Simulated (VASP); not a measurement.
# ZrB2 (P6/mmm) in VASP: further runs

Runs on ZrB2. Level: LDA. Tasks: single point.

All numbers are computed with VASP 6.6.1; they aren't measurements. Logs are shortened: lines on timing, memory, paths and dates and some standing lists are left out, and cuts for length are marked.

**1. The cell of the first run**

It takes space group P6/mmm (No. 191, hexagonal). The conventional cell has a = 3.039 Å, b = 3.039 Å, c = 3.489 Å, α = 90.00°, β = 90.00°, γ = 120.00°. Within 3.3 Å of Zr (site symmetry 6/mmm) lie 12 B at 2.47 Å and 6 Zr at 3.04 Å. B (site symmetry -6m2) has 3 B at 1.75 Å within 2.3 Å.

**2. Single point, LDA**

Input file INCAR:

```
SYSTEM = ZrB2
ALGO = Normal
EDIFF = 1E-6
ENCUT = 520
ISIF = 2
ISMEAR = 0
LASPH = .TRUE.
LCHARG = .TRUE.
LELF = .TRUE.
LREAL = .FALSE.
LVHAR = .TRUE.
LWAVE = .FALSE.
NBANDS = 16
NELM = 60
PREC = Accurate
SIGMA = 0.15
```

Input file KPOINTS:

```
k-points
0
G
  15 15 12
  0 0 0
```

Input file POSCAR:

```
ZrB2
1.0
    3.0386000000      0.0000000000      0.0000000000
   -1.5193000000      2.6315047919      0.0000000000
    0.0000000000      0.0000000000      3.4889014692
Zr B
1 2
Direct
    0.0000000000      0.0000000000      0.0000000000
    0.3333333333      0.6666666667      0.5000000000
    0.6666666667      0.3333333333      0.5000000000
```

Potentials or basis: VASP PAW LDA potentials, release 64 (Zr_sv, B).

Command:

```
cat potpaw_LDA.64/Zr_sv/POTCAR potpaw_LDA.64/B/POTCAR > POTCAR
mpirun -np 1 vasp_std > vasp.out
```

OUTCAR:

```text
SYSTEM = ZrB2
   EDIFF = 1E-6
   ENCUT = 520
   ISIF = 2
   ISMEAR = 0
   LASPH = .TRUE.
   LREAL = .FALSE.
   NELM = 60
   PREC = Accurate

 ion  position               nearest neighbor table
   1  0.000  0.000  0.000-   2 2.47   3 2.47   2 2.47   3 2.47   2 2.47   2 2.47   3 2.47   3 2.47
                             3 2.47   3 2.47   2 2.47   2 2.47
   2  0.333  0.667  0.500-   3 1.75   3 1.75   3 1.75   1 2.47   1 2.47   1 2.47   1 2.47   1 2.47
                             1 2.47
   3  0.667  0.333  0.500-   2 1.75   2 1.75   2 1.75   1 2.47   1 2.47   1 2.47   1 2.47   1 2.47
                             1 2.47

  LATTYP: Found a hexagonal cell.
 ALAT       =     3.0386000000
 C/A-ratio  =     1.1481937304

  Lattice vectors:

 A1 = (   3.0386000000,   0.0000000000,   0.0000000000)
 A2 = (  -1.5193000000,   2.6315047919,   0.0000000000)
 A3 = (   0.0000000000,   0.0000000000,   3.4889014692)

Analysis of symmetry for initial positions (statically):
=====================================================================
 Subroutine PRICEL returns:
 Original cell was already a primitive cell.

 Routine SETGRP: Setting up the symmetry group for a
 hexagonal supercell.

 Subroutine GETGRP returns: Found 24 space group operations
 (whereof 24 operations were pure point group operations)
 out of a pool of 24 trial point group operations.

The static configuration has the point symmetry D_6h.

Analysis of symmetry for dynamics (positions and initial velocities):
=====================================================================
 Subroutine PRICEL returns:
 Original cell was already a primitive cell.

 Routine SETGRP: Setting up the symmetry group for a
 hexagonal supercell.

 Subroutine GETGRP returns: Found 24 space group operations
 (whereof 24 operations were pure point group operations)
 out of a pool of 24 trial point group operations.

The dynamic configuration has the point symmetry D_6h.

 Subroutine INISYM returns: Found 24 space group operations
 (whereof 24 operations are pure point group operations),
 and found     1 'primitive' translations

----------------------------------------------------------------------------------------

                                     Primitive cell

  volume of cell :      27.8976

  direct lattice vectors                    reciprocal lattice vectors
     3.038600000  0.000000000  0.000000000     0.329098927  0.190005354  0.000000000
    -1.519300000  2.631504792  0.000000000     0.000000000  0.380010708  0.000000000
     0.000000000  0.000000000  3.488901469     0.000000000  0.000000000  0.286623170

  length of vectors
     3.038600000  3.038600000  3.488901469     0.380010708  0.380010708  0.286623170

  position of ions in fractional coordinates (direct lattice)
     0.000000000  0.000000000  0.000000000
     0.333333333  0.666666667  0.500000000
     0.666666667  0.333333333  0.500000000

  ion indices of the primitive-cell ions
   primitive index   ion index
                 1           1
                 2           2
                 3           3

----------------------------------------------------------------------------------------

 KPOINTS: k-points

Automatic generation of k-mesh.
 Grid dimensions read from file:
 generate k-points for:   15   15   12

 Generating k-lattice:

  Cartesian coordinates                     Fractional coordinates (reciprocal lattice)
     0.021939928  0.012667024  0.000000000     0.066666667 -0.000000000  0.000000000
     0.000000000  0.025334047  0.000000000     0.000000000  0.066666667  0.000000000
     0.000000000  0.000000000  0.023885264     0.000000000  0.000000000  0.083333333

  Length of vectors
     0.025334047  0.025334047  0.023885264

  Shift w.r.t. Gamma in fractional coordinates (k-lattice)
     0.000000000  0.000000000  0.000000000

 Subroutine IBZKPT returns following result:
 ===========================================

 Found    189 irreducible k-points:

 Following reciprocal coordinates:
            Coordinates               Weight
  0.000000  0.000000  0.000000      1.000000
  0.066667 -0.000000  0.000000      6.000000
  0.133333  0.000000  0.000000      6.000000
  0.200000  0.000000  0.000000      6.000000
  0.266667  0.000000  0.000000      6.000000
  0.333333 -0.000000  0.000000      6.000000
[... 16 lines left out ...]
  0.333333  0.200000  0.000000     12.000000
  0.400000  0.200000  0.000000      6.000000
 [... further k-points ...]
   k-points           NKPTS =    189   k-points in BZ     NKDIM =    189   number of bands    NBANDS=     16
   number of dos      NEDOS =    301   number of ions     NIONS =      3
   total plane-waves  NPLWV =  16128
   dimension x,y,z NGX =    24 NGY =   24 NGZ =   28
   dimension x,y,z NGXF=    48 NGYF=   48 NGZF=   56
   ions per type =               1   2
   NGX,Y,Z   is equivalent  to a cutoff of  13.13, 13.13, 13.34 a.u.
   NGXF,Y,Z  is equivalent  to a cutoff of  26.26, 26.26, 26.68 a.u.
 SYSTEM =  ZrB2
   PREC   = accura    normal or accurate (medium, high low for compatibility)
   ISTART =      0    job   : 0-new  1-cont  2-samecut
   ICHARG =      2    charge: 1-file 2-atom 10-const
   ISPIN  =      1    spin polarized calculation?
   LNONCOLLINEAR =      F non collinear calculations
   LSORBIT =      F    spin-orbit coupling
   LASPH  =      T    aspherical Exc in radial PAW
   ENCUT  =  520.0 eV  38.22 Ry    6.18 a.u.   5.65  5.65  6.49*2*pi/ulx,y,z
   NELM   =     60;   NELMIN=  2; NELMDL= -5     # of ELM steps
   EDIFF  = 0.1E-05   stopping-criterion for ELM
   LREAL  =      F    real-space projection
   EDIFFG = 0.1E-04   stopping-criterion for IOM
   NSW    =      0    number of steps for IOM
   IBRION =     -1    ionic relax: 0-MD 1-quasi-New 2-CG
   NFREE  =      0    steps in history (QN), initial steepest desc. (CG)
   ISIF   =      2    stress and relaxation
   ISYM   =      2    0-nonsym 1-usesym 2-fastsym
   POTIM  = 0.5000    time-step for ionic-motion
   TEBEG  =    0.0;   TEEND  =   0.0 temperature during run
   PSTRESS=    0.0 pullay stress
   NELECT =      18.0000    total number of electrons
   NUPDOWN=      -1.0000    fix difference up-down
   EMIN   =  10.00;   EMAX   =-10.00  energy-range for DOS
   EFERMI =   0.00;   METHOD = LEGACY
   ISMEAR =     0;   SIGMA  =   0.15  broadening in eV -4-tet -1-fermi 0-gaus
   EFERMI_NEDOS =   21; number of points for ismear=-14 and -15
   IALGO  =     38    algorithm
   IMIX   =      4    mixing-type and parameters
     AMIX     =   0.40;   BMIX     =  1.00
     AMIX_MAG =   1.60;   BMIX_MAG =  1.00
  volume/ion in A,a.u.               =       9.30        62.75
  Fermi-wavevector in a.u.,A,eV,Ry     =   1.414632  2.673267 27.227764  2.001184
  Thomas-Fermi vector in A             =   2.536154
   LORBIT       =      0    0 simple, 1 ext, 2 COOP (PROOUT), +10 PAW based schemes
   GGA     = CA    functional components
   LHFCALC =     F    Hartree Fock is set to
   AEXX    =    0.0000 exact exchange contribution
   IVDW    =     0    specifies the selected vdW correction
   LEPSILON=     F    determine dielectric tensor
   LRPA    =     F    only Hartree local field effects (RPA)
 non-spin polarized calculation
 Gauss-broadening in eV      SIGMA  =   0.15
  energy-cutoff  :      520.00
  volume of cell :       27.90
 maximum number of plane-waves:       769
 NGX is ok and might be reduce to    24
   NGX = 11   NGY = 11   NGZ = 13

 number of electron      18.0000000 magnetization

 Free energy of the ion-electron system (eV)
  ---------------------------------------------------
  ext. energy  EPLUGINS =         0.00000000
  ---------------------------------------------------
  free energy    TOTEN  =       -27.35748995 eV

  energy without entropy =      -27.35537839  energy(sigma->0) =      -27.35643417

 E-fermi :  11.5335     XC(G=0): -13.0405

 val. band max:       11.5080347192   @ k =   0.1333   0.1333   0.2500
 cond. band min:      11.5850761799   @ k =   0.0667   0.0667   0.4167
 fundamental gap:      0.0770414607
 Fermi energy:        11.5334735746

 k-point     1 :       0.0000    0.0000    0.0000
  band No.  band energies     occupation
      1     -36.5243      2.00000
      2     -14.9522      2.00000
      3     -14.1299      2.00000
      4     -14.1299      2.00000
      5      -1.4516      2.00000
      6       8.6887      2.00000
[... 8 lines left out ...]
     15      17.3621      0.00000
     16      17.6652      0.00000

 k-point     2 :       0.0667   -0.0000    0.0000
  band No.  band energies     occupation
      1     -36.5159      2.00000
      2     -14.9406      2.00000
      3     -14.1965      2.00000
      4     -14.1440      2.00000
      5      -1.3530      2.00000
      6       8.7156      2.00000
[... 8 lines left out ...]
     15      17.9987      0.00000
     16      18.1085      0.00000

 k-point     3 :       0.1333    0.0000    0.0000
  band No.  band energies     occupation
      1     -36.4921      2.00000
      2     -14.9074      2.00000
      3     -14.3809      2.00000
      4     -14.1836      2.00000
      5      -1.0674      2.00000
      6       8.0366      2.00000
[... 8 lines left out ...]
     15      19.1650      0.00000
     16      19.1830      0.00000

 k-point     4 :       0.2000    0.0000    0.0000
  band No.  band energies     occupation
      1     -36.4568      2.00000
      2     -14.8582      2.00000
      3     -14.6432      2.00000
      4     -14.2414      2.00000
      5      -0.6201      2.00000
      6       7.1482      2.00000
[... 8 lines left out ...]
     15      19.0503      0.00000
     16      20.6252      0.00000
[... 324 lines left out ...]
 k-point    22 :       0.2667    0.2000    0.0000
  band No.  band energies     occupation
      1     -36.3375      2.00000
      2     -15.2586      2.00000
      3     -14.6912      2.00000
      4     -14.6480      2.00000
      5       1.5519      2.00000
      6       4.9640      2.00000
[... 8 lines left out ...]
     15      20.4336      0.00000
     16      22.7840      0.00000

 k-point    23 :       0.3333    0.2000    0.0000
  band No.  band energies     occupation
      1     -36.3175      2.00000
      2     -15.3352      2.00000
      3     -14.7360      2.00000
      4     -14.6630      2.00000
      5       2.3529      2.00000
      6       4.1708      2.00000
[... 8 lines left out ...]
     15      21.5564      0.00000
     16      22.7191      0.00000

 k-point    24 :       0.4000    0.2000    0.0000
  band No.  band energies     occupation
      1     -36.3104      2.00000
      2     -15.3610      2.00000
      3     -14.7681      2.00000
      4     -14.6530      2.00000
      5       3.0226      2.00000
      6       3.4906      2.00000
[... 8 lines left out ...]
     15      22.3181      0.00000
     16      22.4760      0.00000

 [... further k-points ...]

------------------------ aborting loop because EDIFF is reached ----------------------------------------

  FORCE on cell =-STRESS in cart. coord.  units (eV):
  Direction    XX          YY          ZZ          XY          YZ          ZX
  --------------------------------------------------------------------------------------
  -------------------------------------------------------------------------------------
  Total        4.0635858      4.0635858      1.7809631      0.0000000     -0.0000000      0.0000000
  in kB      233.3746127    233.3746127    102.2819714      0.0000000     -0.0000000      0.0000000
  external PRESSURE =     189.6770656 kB  Pullay stress =       0.0000000 kB

 VOLUME and BASIS-vectors are now :
 -----------------------------------------------------------------------------
  energy-cutoff  :      520.00
  volume of cell :       27.90
      direct lattice vectors                 reciprocal lattice vectors
     3.038600000  0.000000000  0.000000000     0.329098927  0.190005354  0.000000000
    -1.519300000  2.631504792  0.000000000     0.000000000  0.380010708  0.000000000
     0.000000000  0.000000000  3.488901469     0.000000000  0.000000000  0.286623170

 POSITION                                       TOTAL-FORCE (eV/Angst)
 -----------------------------------------------------------------------------------
      0.00000      0.00000      0.00000         0.000000      0.000000      0.000000
     -0.00000      1.75434      1.74445        -0.000000      0.000000      0.000000
      1.51930      0.87717      1.74445         0.000000     -0.000000      0.000000
 -----------------------------------------------------------------------------------
    total drift:                               -0.000000      0.000000     -0.000000

  FREE ENERGIE OF THE ION-ELECTRON SYSTEM (eV)
  ---------------------------------------------------
  free  energy   TOTEN  =       -27.3574899472 eV

  energy  without entropy=      -27.3553783929  energy(sigma->0) =      -27.35643417
```

Wall time 91 s (1 thread of Intel Xeon 8259CL, shared host); peak memory 0.2 GiB.

What came out:

```yaml
Free_energy: -27.3575 eV
Pressure: 19.0 GPa
Band_gap_on_the_k_mesh: zero (bands 9 and 10 overlap by 1.08 eV)
```

Stress tensor (GPa, compression positive):
```
23.34  0.00  0.00
 0.00 23.34  0.00
 0.00  0.00 10.23
```

Levels at points of the mesh, in eV from the Fermi level:
```
           k point  band 6  band 7  band 8  band 9  band 10  band 11  band 12  band 13
(0.00, 0.00, 0.00)   -2.84   -2.55   -2.55   -2.41     3.91     3.91     4.44     4.44
(0.00, 0.00, 0.50)   -7.12   -0.80   -0.80    0.71     0.71     0.90     0.90     1.54
```

Caveat: the cell stands under pressure.

**3. Single point, LDA**

This run uses another cell than the first one, of 9.33 Å³/atom.

Input file INCAR:

```
PREC = Accurate
ENCUT = 520
EDIFF = 1E-6
ISMEAR = 0
SIGMA = 0.15
LREAL = False
LASPH = True
NELM = 80
ALGO = Normal
ISIF = 2
LWAVE = False
LCHARG = False
GGA = CA
NBANDS = 16
```

Input file KPOINTS:

```
regular mesh
0
Gamma
  15 15 12
```

Input file POSCAR:

```
ZrB2
1.0
    3.0699000000      0.0000000000      0.0000000000
   -1.5349500000      2.6586113871      0.0000000000
    0.0000000000      0.0000000000      3.4308000000
Zr B
1 2
Direct
    0.0000000000      0.0000000000      0.0000000000
    0.3333333333      0.6666666667      0.5000000000
    0.6666666667      0.3333333333      0.5000000000
```

Potentials or basis: VASP PAW LDA potentials, release 64 (Zr_sv, B).

Command:

```
cat potpaw_LDA.64/Zr_sv/POTCAR potpaw_LDA.64/B/POTCAR > POTCAR
mpirun -np 1 vasp_std > vasp.out
```

Wall time 88 s (1 thread of Intel Xeon 8259CL, shared host); peak memory 0.2 GiB.

It converged, with:

```yaml
Free_energy: -27.3934 eV
Pressure: 17.4 GPa
Band_gap_on_the_k_mesh: zero (bands 9 and 10 overlap by 1.15 eV)
```

Stress tensor (GPa, compression positive):
```
18.16  0.00  0.00
 0.00 18.16  0.00
 0.00  0.00 15.86
```

Levels at points of the mesh, in eV from the Fermi level:
```tsv
k point	band 6	band 7	band 8	band 9	band 10	band 11	band 12	band 13
(0.00, 0.00, 0.00)	-2.79	-2.77	-2.77	-2.22	3.84	3.84	4.63	4.63
(0.00, 0.00, 0.50)	-7.12	-0.95	-0.95	0.41	0.41	0.87	0.87	2.00
```

Caveat: the cell stands under pressure.

**4. Single point, LDA**

This run uses another cell than the first one, of 9.39 Å³/atom.

Input file INCAR:

```
  ALGO = Normal
  EDIFF = 1E-7
  ENCUT = 520
  ISIF = 2
  ISMEAR = 0
  LASPH = T
  LCHARG = F
  LREAL = F
  LWAVE = F
  NBANDS = 16
  NELM = 80
  PREC = Accurate
  SIGMA = 0.15
```

Input file KPOINTS:

```
k-points
0
Gamma
  15 15 12
```

Input file POSCAR:

```
ZrB2
1.0
    3.1325412665      0.0000000000      0.0000000000
   -1.5662706333      2.7128603152      0.0000000000
    0.0000000000      0.0000000000      3.3145000000
Zr B
1 2
Direct
    0.0000000000      0.0000000000      0.0000000000
    0.3333333333      0.6666666667      0.5000000000
    0.6666666667      0.3333333333      0.5000000000
```

Command:

```
cat potpaw_LDA.64/Zr_sv/POTCAR potpaw_LDA.64/B/POTCAR > POTCAR
mpirun -np 1 vasp_std > vasp.out
```

Wall time 93 s (1 thread of Intel Xeon 8259CL, shared host); peak memory 0.2 GiB.

The run converged. Its results:

```
Free energy            : -27.3575 eV
Pressure               : 15.1 GPa
Band gap on the k mesh : zero (bands 9 and 10 overlap by 0.86 eV)
```

Stress tensor (GPa, compression positive):
```
 8.97  0.00  0.00
 0.00  8.97  0.00
 0.00  0.00 27.46
```

Levels at points of the mesh, in eV from the Fermi level:
| k point | band 7 | band 8 | band 9 | band 10 | band 11 | band 12 |
| --- | --- | --- | --- | --- | --- | --- |
| (0.00, 0.00, 0.00) | -3.19 | -2.69 | -1.80 | 3.78 | 3.78 | 4.83 |
| (0.00, 0.00, 0.50) | -1.22 | -1.22 | -0.17 | -0.17 | 0.81 | 0.81 |

Caveat: the cell stands under pressure.

**5. Summary**

```tsv
cell	gap on the mesh (eV)	pressure (GPa)
a = 3.039, b = 3.039, c = 3.489 Å, angles 90.0, 90.0, 120.0°, 3 atoms	none	19.0
a = 3.070, b = 3.070, c = 3.431 Å, angles 90.0, 90.0, 120.0°, 3 atoms	none	17.4
a = 3.133, b = 3.133, c = 3.314 Å, angles 90.0, 90.0, 120.0°, 3 atoms	none	15.1
```

Alike in all rows: task single point; level LDA; potentials or basis VASP PAW LDA potentials, release 64 (Zr_sv, B); no spin polarisation; k mesh 15 × 15 × 12; cutoff (eV) 520; smearing gaussian 0.15 eV.

Caveats: the cell stands under pressure.

Total energies depend on the potentials used, so only differences within one code and one set of settings carry meaning.
